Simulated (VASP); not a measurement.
A run of VASP 6.6.1:

INCAR

```
PREC = Accurate ; ENCUT = 520
EDIFF = 1E-7 ; ISMEAR = -1
SIGMA = 0.05 ; LREAL = False
LASPH = True ; NELM = 80
ALGO = Normal ; ISIF = 2
LWAVE = False ; LCHARG = False
GGA = PE ; NBANDS = 26
```

KPOINTS

```
Automatic mesh
0
Gamma
  12 12 4
```

File POSCAR:

```
C
1.0
    2.4880133891      0.0000000000      0.0000000000
   -1.2440066945      2.1546827999      0.0000000000
    0.0000000000      0.0000000000      8.1257741910
C
8
Direct
    0.6666666667      0.3333333333      0.8437500000
    0.3333333333      0.6666666667      0.3437500000
    0.6666666667      0.3333333333      0.6562500000
    0.3333333333      0.6666666667      0.1562500000
    0.0000000000      0.0000000000      0.9062500000
    0.0000000000      0.0000000000      0.4062500000
    0.0000000000      0.0000000000      0.5937500000
    0.0000000000      0.0000000000      0.0937500000
```

Potentials or basis: VASP PAW PBE potentials, release 64 (C).

Run with:

```bash
$ cat potpaw_PBE.64/C/POTCAR > POTCAR
$ mpirun -np 1 vasp_std > vasp.out
```

Hardware: 1 thread of AMD EPYC 7571, with other jobs on the host.

Question: Estimate the wall time of this run.

Answer: It took 2 min on 1 thread of AMD EPYC 7571, with other jobs on the host, peak memory 0.15 GiB. Counts: scf iterations 13, k points 57.
